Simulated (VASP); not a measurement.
# Ca (R-3m) in VASP: a series of runs, part 2 of 2

VASP 6.6.1. Earlier steps stand in the parts before.

## Step 3: Single point, PBEsol (equal xy, yz and zx shear strains of -1 %)

Contents of INCAR:

```
SYSTEM = Ca
PREC = Accurate
ENCUT = 520
EDIFF = 1E-6
ISMEAR = -1
SIGMA = 0.05
LREAL = .FALSE.
LASPH = .TRUE.
NELM = 80
ALGO = Normal
ISIF = 2
LWAVE = .FALSE.
LCHARG = .TRUE.
GGA = PS
LELF = .TRUE.
LVHAR = .TRUE.
NBANDS = 11
```

Contents of KPOINTS:

```
Automatic mesh
0
G
  11 11 11
  0 0 0
```

Contents of POSCAR:

```
Ca
1.0
   -0.0279420000      2.7802290000      2.7802290000
    2.7802290000     -0.0279420000      2.7802290000
    2.7802290000      2.7802290000     -0.0279420000
Ca
1
Direct
    0.0000000000      0.0000000000      0.0000000000
```

Potentials or basis: VASP PAW PBE potentials, release 64 (Ca_sv).

Started as:

```bash
> cat potpaw_PBE.64/Ca_sv/POTCAR > POTCAR
> mpirun -np 1 vasp_std > vasp.out
```

OUTCAR:

```text
SYSTEM = Ca
   PREC = Accurate
   ENCUT = 520
   EDIFF = 1E-6
   ISMEAR = -1
   LREAL = .FALSE.
   LASPH = .TRUE.
   NELM = 80
   ISIF = 2
   GGA = PS

 ion  position               nearest neighbor table
   1  0.000  0.000  0.000-

  LATTYP: Found a trigonal (rhomboedric) cell.
 ALAT       =     3.9319368434
 COS(alpha) =     0.4899250057

  Lattice vectors:

 A1 = (  -0.0279420000,   2.7802290000,   2.7802290000)
 A2 = (   2.7802290000,  -0.0279420000,   2.7802290000)
 A3 = (   2.7802290000,   2.7802290000,  -0.0279420000)

Analysis of symmetry for initial positions (statically):
=====================================================================
 Subroutine PRICEL returns:
 Original cell was already a primitive cell.

 Routine SETGRP: Setting up the symmetry group for a
 trigonal (rhombohedral) supercell.

 Subroutine GETGRP returns: Found 12 space group operations
 (whereof 12 operations were pure point group operations)
 out of a pool of 12 trial point group operations.

The static configuration has the point symmetry D_3d.

Analysis of symmetry for dynamics (positions and initial velocities):
=====================================================================
 Subroutine PRICEL returns:
 Original cell was already a primitive cell.

 Routine SETGRP: Setting up the symmetry group for a
 trigonal (rhombohedral) supercell.

 Subroutine GETGRP returns: Found 12 space group operations
 (whereof 12 operations were pure point group operations)
 out of a pool of 12 trial point group operations.

The dynamic configuration has the point symmetry D_3d.

 Subroutine INISYM returns: Found 12 space group operations
 (whereof 12 operations are pure point group operations),
 and found     1 'primitive' translations

----------------------------------------------------------------------------------------

                                     Primitive cell

  volume of cell :      43.6284

  direct lattice vectors                    reciprocal lattice vectors
    -0.027942000  2.780229000  2.780229000    -0.177152583  0.178951087  0.178951087
     2.780229000 -0.027942000  2.780229000     0.178951087 -0.177152583  0.178951087
     2.780229000  2.780229000 -0.027942000     0.178951087  0.178951087 -0.177152583

  length of vectors
     3.931936843  3.931936843  3.931936843     0.308917498  0.308917498  0.308917498

  position of ions in fractional coordinates (direct lattice)
     0.000000000  0.000000000  0.000000000

  ion indices of the primitive-cell ions
   primitive index   ion index
                 1           1

----------------------------------------------------------------------------------------

 KPOINTS: Automatic mesh

Automatic generation of k-mesh.
 Grid dimensions read from file:
 generate k-points for:   11   11   11

 Generating k-lattice:

  Cartesian coordinates                     Fractional coordinates (reciprocal lattice)
    -0.016104780  0.016268281  0.016268281     0.090909091  0.000000000  0.000000000
     0.016268281 -0.016104780  0.016268281     0.000000000  0.090909091  0.000000000
     0.016268281  0.016268281 -0.016104780     0.000000000  0.000000000  0.090909091

  Length of vectors
     0.028083409  0.028083409  0.028083409

  Shift w.r.t. Gamma in fractional coordinates (k-lattice)
     0.000000000  0.000000000  0.000000000

 Subroutine IBZKPT returns following result:
 ===========================================

 Found    146 irreducible k-points:

 Following reciprocal coordinates:
            Coordinates               Weight
  0.000000  0.000000  0.000000      1.000000
  0.090909  0.000000  0.000000      6.000000
  0.181818  0.000000  0.000000      6.000000
  0.272727  0.000000  0.000000      6.000000
  0.363636  0.000000  0.000000      6.000000
  0.454545 -0.000000 -0.000000      6.000000
[... 16 lines left out ...]
 -0.272727  0.181818  0.000000     12.000000
 -0.181818  0.181818  0.000000      6.000000
 [... further k-points ...]
   k-points           NKPTS =    146   k-points in BZ     NKDIM =    146   number of bands    NBANDS=     11
   number of dos      NEDOS =    301   number of ions     NIONS =      1
   total plane-waves  NPLWV =  27000
   dimension x,y,z NGX =    30 NGY =   30 NGZ =   30
   dimension x,y,z NGXF=    60 NGYF=   60 NGZF=   60
   ions per type =               1
   NGX,Y,Z   is equivalent  to a cutoff of  12.68, 12.68, 12.68 a.u.
   NGXF,Y,Z  is equivalent  to a cutoff of  25.37, 25.37, 25.37 a.u.
 SYSTEM =  Ca
   PREC   = accura    normal or accurate (medium, high low for compatibility)
   ISTART =      0    job   : 0-new  1-cont  2-samecut
   ICHARG =      2    charge: 1-file 2-atom 10-const
   ISPIN  =      1    spin polarized calculation?
   LNONCOLLINEAR =      F non collinear calculations
   LSORBIT =      F    spin-orbit coupling
   LASPH  =      T    aspherical Exc in radial PAW
   ENCUT  =  520.0 eV  38.22 Ry    6.18 a.u.   7.31  7.31  7.31*2*pi/ulx,y,z
   NELM   =     80;   NELMIN=  2; NELMDL= -5     # of ELM steps
   EDIFF  = 0.1E-05   stopping-criterion for ELM
   LREAL  =      F    real-space projection
   EDIFFG = 0.1E-04   stopping-criterion for IOM
   NSW    =      0    number of steps for IOM
   IBRION =     -1    ionic relax: 0-MD 1-quasi-New 2-CG
   NFREE  =      0    steps in history (QN), initial steepest desc. (CG)
   ISIF   =      2    stress and relaxation
   ISYM   =      2    0-nonsym 1-usesym 2-fastsym
   POTIM  = 0.5000    time-step for ionic-motion
   TEBEG  =    0.0;   TEEND  =   0.0 temperature during run
   PSTRESS=    0.0 pullay stress
   NELECT =      10.0000    total number of electrons
   NUPDOWN=      -1.0000    fix difference up-down
   EMIN   =  10.00;   EMAX   =-10.00  energy-range for DOS
   EFERMI =   0.00;   METHOD = LEGACY
   ISMEAR =    -1;   SIGMA  =   0.05  broadening in eV -4-tet -1-fermi 0-gaus
   EFERMI_NEDOS =   21; number of points for ismear=-14 and -15
   IALGO  =     38    algorithm
   IMIX   =      4    mixing-type and parameters
     AMIX     =   0.40;   BMIX     =  1.00
     AMIX_MAG =   1.60;   BMIX_MAG =  1.00
  volume/ion in A,a.u.               =      43.63       294.42
  Fermi-wavevector in a.u.,A,eV,Ry     =   1.001886  1.893290 13.657191  1.003775
  Thomas-Fermi vector in A             =   2.134337
   LORBIT       =      0    0 simple, 1 ext, 2 COOP (PROOUT), +10 PAW based schemes
   GGA     = PS    functional components
   LHFCALC =     F    Hartree Fock is set to
   AEXX    =    0.0000 exact exchange contribution
   IVDW    =     0    specifies the selected vdW correction
   LEPSILON=     F    determine dielectric tensor
   LRPA    =     F    only Hartree local field effects (RPA)
 non-spin polarized calculation
  energy-cutoff  :      520.00
  volume of cell :       43.63
 maximum number of plane-waves:      1217
 NGX is ok and might be reduce to    30
   NGX = 15   NGY = 15   NGZ = 15

 number of electron      10.0000000 magnetization

 number of electron       9.9999998 magnetization

 Free energy of the ion-electron system (eV)
  ---------------------------------------------------
  ext. energy  EPLUGINS =         0.00000000
  ---------------------------------------------------
  free energy    TOTEN  =        -2.12828548 eV

  energy without entropy =       -2.11714383  energy(sigma->0) =       -2.12271466

 E-fermi :   1.7573     XC(G=0):  -7.7054

 val. band max:        1.7441406347   @ k =   0.4545  -0.0000  -0.0000
 cond. band min:       1.7606040388   @ k =  -0.3636   0.2727   0.1818
 fundamental gap:      0.0164634041
 Fermi energy:         1.7572507104

 k-point     1 :       0.0000    0.0000    0.0000
  band No.  band energies     occupation
      1     -40.1581      2.00000
      2     -21.1543      2.00000
      3     -21.1535      2.00000
      4     -21.1535      2.00000
      5      -2.2118      2.00000
      6       4.0112      0.00000
      7       4.0112      0.00000
      8       4.1064      0.00000
      9       5.0817      0.00000
     10       5.0817      0.00000
     11      10.7410      0.00000

 k-point     2 :       0.0909    0.0000    0.0000
  band No.  band energies     occupation
      1     -40.1572      2.00000
      2     -21.1635      2.00000
      3     -21.1556      2.00000
      4     -21.1547      2.00000
      5      -2.0753      2.00000
      6       3.8757      0.00000
      7       4.0579      0.00000
      8       4.1492      0.00000
      9       5.0402      0.00000
     10       5.0418      0.00000
     11      10.8636      0.00000
[... 295 lines left out ...]
 k-point    24 :      -0.1818    0.1818    0.0000
  band No.  band energies     occupation
      1     -40.1505      2.00000
      2     -21.2193      2.00000
      3     -21.1832      2.00000
      4     -21.1628      2.00000
      5      -0.8427      2.00000
      6       3.0560      0.00000
      7       3.7727      0.00000
      8       4.5592      0.00000
      9       4.6144      0.00000
     10       5.5461      0.00000
     11       8.9548      0.00000

 [... further k-points ...]
[... 5 lines left out ...]
  --------------------------------------------------------------------------------------
  -------------------------------------------------------------------------------------
  Total       -0.3186050     -0.3186050     -0.3186050      0.0371975      0.0371975      0.0371975
  in kB      -11.7002018    -11.7002018    -11.7002018      1.3660114      1.3660114      1.3660114
  external PRESSURE =     -11.7002018 kB  Pullay stress =       0.0000000 kB

 VOLUME and BASIS-vectors are now :
 -----------------------------------------------------------------------------
  energy-cutoff  :      520.00
  volume of cell :       43.63
      direct lattice vectors                 reciprocal lattice vectors
    -0.027942000  2.780229000  2.780229000    -0.177152583  0.178951087  0.178951087
     2.780229000 -0.027942000  2.780229000     0.178951087 -0.177152583  0.178951087
     2.780229000  2.780229000 -0.027942000     0.178951087  0.178951087 -0.177152583

 POSITION                                       TOTAL-FORCE (eV/Angst)
 -----------------------------------------------------------------------------------
      0.00000      0.00000      0.00000         0.000000     -0.000000      0.000000
 -----------------------------------------------------------------------------------
    total drift:                               -0.000000     -0.000000      0.000000

  FREE ENERGIE OF THE ION-ELECTRON SYSTEM (eV)
  ---------------------------------------------------
  free  energy   TOTEN  =        -2.1282854834 eV

  energy  without entropy=       -2.1171438274  energy(sigma->0) =       -2.12271466
```

stdout:

```text
POSCAR found type information on POSCAR Ca
 POSCAR found :  1 types and       1 ions
 scaLAPACK will be used
 -----------------------------------------------------------------------------
|                                                                             |
|                                                                             |
|     You enforced a specific xc type in the INCAR file but a different       |
|     I HOPE YOU KNOW WHAT YOU ARE DOING!                                     |
|                                                                             |
 -----------------------------------------------------------------------------

 LDA part: xc-table for (Slater+PW92), standard interpolation
 POSCAR, INCAR and KPOINTS ok, starting setup
 FFT: planning ... GRIDC
 FFT: planning ... GRID_SOFT
 FFT: planning ... GRID
 WAVECAR not read
 entering main loop
```

It took 44 s on 1 thread of Intel Xeon Platinum 8259CL at 2.50GHz (Skylake/Cascade Lake), shared host; peak memory 0.21 GiB.

What came out:

```yaml
Free_energy: -2.1283 eV
Pressure: -1.2 GPa
Band_gap_on_the_k_mesh: zero (band 5 reaches 1.94 eV, above the bottom of band 6 at 1.60 eV)
```

Stress tensor (GPa, compression positive):
```
-1.17  0.14  0.14
 0.14 -1.17  0.14
 0.14  0.14 -1.17
```

Caveat: the cell differs from its parent crystal (equal xy, yz and zx shear strains of -1 %); the PAW data sets were made with another functional, which shifts forces and pressure a little.
